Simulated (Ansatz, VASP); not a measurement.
# One calculation of Ba, two programs

Contents of INCAR:

```
PREC = Accurate
ENCUT = 520
EDIFF = 1E-6
ISMEAR = -1
SIGMA = 0.02
LREAL = F
LASPH = T
NELM = 100
ALGO = Normal
ISIF = 2
LWAVE = F
LCHARG = T
GGA = PE
LELF = T
LVHAR = T
NBANDS = 11
```

The input KPOINTS:

```
Automatic mesh
0
Gamma
  5 5 5
```

File POSCAR:

```
Ba
1.0
   -2.4726242250      2.4726242250      2.4726242250
    2.4726242250     -2.4726242250      2.4726242250
    2.4726242250      2.4726242250     -2.4726242250
Ba
1
Direct
    0.0000000000      0.0000000000      0.0000000000
```

File input.yaml:

```yaml
crystal:
  lattice:
    - [-2.472624225, 2.472624225, 2.472624225]
    - [2.472624225, -2.472624225, 2.472624225]
    - [2.472624225, 2.472624225, -2.472624225]
  atoms:
    - { symbol: Ba, position: [0.0, 0.0, 0.0] }
kpoints:
  mp_grid: { grid: [5, 5, 5] }
scf:
  occupations: { method: fermi_dirac, width: 0.02 }
hamiltonian:
  xc: pbe
  pseudopotentials: { kind: all_electron, lapw: { basis_error: 0.003 } }
output:
  forces: true
  stress: true
  eigenvalues: true
```

Change from the starting cell: volume scaled by 0.96.

Alike in both runs: task single point; functional PBE; k mesh 5 × 5 × 5; occupations fermi-dirac, width 0.02 eV; no spin polarisation.

|  | VASP | Ansatz |
| --- | --- | --- |
| version | VASP 6.6.1 | Ansatz 0.2.0 |
| potentials or method | VASP PAW PBE potentials, release 64 (Ba_sv), cutoff 520 eV | all-electron LAPW, scalar-relativistic |

Ansatz gave:

```
gap on the k mesh at the Fermi level (eV) : none
pressure (GPa)                            : 0.2
```

Task: What did VASP give for the same quantities?

Result: gap on the k mesh at the Fermi level (eV): none; pressure (GPa): 0.3.

A gap of «none» marks a metal or a gap that the smearing closes. Ansatz ran all-electron here, and VASP with PAW potentials.

Spin-orbit coupling is off throughout. Noted on Ansatz's run: the k mesh is thin for a metal, which can move the energy by tens of meV per atom.
